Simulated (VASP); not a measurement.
Set up this calculation in VASP 6.6.1, as the native input.

```yaml
Task: electric field gradients
Functional: PBEsol
Potentials_or_basis: VASP PAW PBE potentials, release 64 (Ta_sv_GW, N)
Cutoff: 520 eV
k_mesh: 9 × 9 × 9
Occupations: fermi-dirac, width 0.02 eV
Spin: no spin polarisation
Dipole_correction: no
Further_INCAR_settings: ALGO = Normal; EDIFF = 1e-08; NBANDS = 16
```

The structure of TaN lies in POSCAR:

```
TaN
1.0
   -0.0653700000      2.1463150000      2.1463150000
    2.1463150000     -0.0653700000      2.1463150000
    2.1463150000      2.1463150000     -0.0653700000
Ta N
1 1
Direct
    0.5000000000      0.5000000000      0.5000000000
    0.0000000000      0.0000000000      0.0000000000
```

This cell differs from its parent crystal: equal xy, yz and zx shear strains of -3 %.

The input as run:

INCAR

```
PREC = Accurate
ENCUT = 520
EDIFF = 1E-8
ISMEAR = -1
SIGMA = 0.02
LREAL = False
LASPH = True
NELM = 120
ALGO = Normal
ISIF = 2
LWAVE = False
LCHARG = False
GGA = PS
LEFG = True
NBANDS = 16
GGA_COMPAT = False
```

KPOINTS

```
regular mesh
0
Gamma
  9 9 9
```

Potentials or basis: VASP PAW PBE potentials, release 64 (Ta_sv_GW, N).

Launch:

```sh
$ cat potpaw_PBE.64/Ta_sv_GW/POTCAR potpaw_PBE.64/N/POTCAR > POTCAR
$ mpirun -np 1 vasp_std > vasp.out
```

Results of the run:

```yaml
Pressure: 4.5 GPa
Band_gap_on_the_k_mesh: zero (bands 9 and 10 overlap by 4.15 eV)
Largest_electric_field_gradient_by_atom: Ta +4.5; N -2.3 V/Å²
```

Caveat: the cell differs from its parent crystal (equal xy, yz and zx shear strains of -3 %); the cell stands under pressure; without QUAD_EFG the Cq values of the log hold for a quadrupole moment of 1 mb, not for the nuclei; the PAW data sets were made with another functional, which shifts forces and pressure a little; spin-orbit coupling is left out, which moves the levels of the heavy elements.

Run time: 29 s on 1 thread of AMD EPYC 7R13 Processor (Zen 3), on a shared host, peak memory 0.14 GiB.
